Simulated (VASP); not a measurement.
Runs of VASP 6.6.1 on AgI. The structure is cubic, space group F-43m (No. 216). The conventional cell has a = 6.577 Å, b = 6.577 Å, c = 6.577 Å, α = 90.00°, β = 90.00°, γ = 90.00°. Ag (site symmetry -43m) has 4 I at 2.85 Å within 3.8 Å. I (site symmetry -43m) has 4 Ag at 2.85 Å within 3.8 Å. 

| level | potentials or basis | cutoff (eV) | smearing | gap on the mesh (eV) | pressure (GPa) |
| --- | --- | --- | --- | --- | --- |
| r2SCAN | VASP PAW PBE potentials, release 64 (Ag, I) | 550 | gaussian 0.01 eV | 1.79 | 0.0 |
| LDA | VASP PAW LDA potentials, release 64 (Ag, I) | 500 | gaussian 0.01 eV | (a) | -3.2 |
| r2SCAN | VASP PAW PBE potentials, release 64 (Ag, I) | 550 | methfessel-paxton 0.2 eV | 1.79 | 0.0 |
| r2SCAN | VASP PAW PBE potentials, release 64 (Ag, I) | 550 | fermi-dirac 0.05 eV | 1.79 | 0.0 |

Alike in all rows: task single point; no spin polarisation; cell as given; k mesh 4 × 4 × 4.

Task: Fill in the values left out.

Result: (a) 1.08.

Caveats: spin-orbit coupling is left out, which moves the levels of the heavy elements; the PAW data sets were made with another functional, which shifts forces and pressure a little (some runs).

A k mesh can miss the band edges, and the runs leave out spin-orbit coupling on Ag, I.
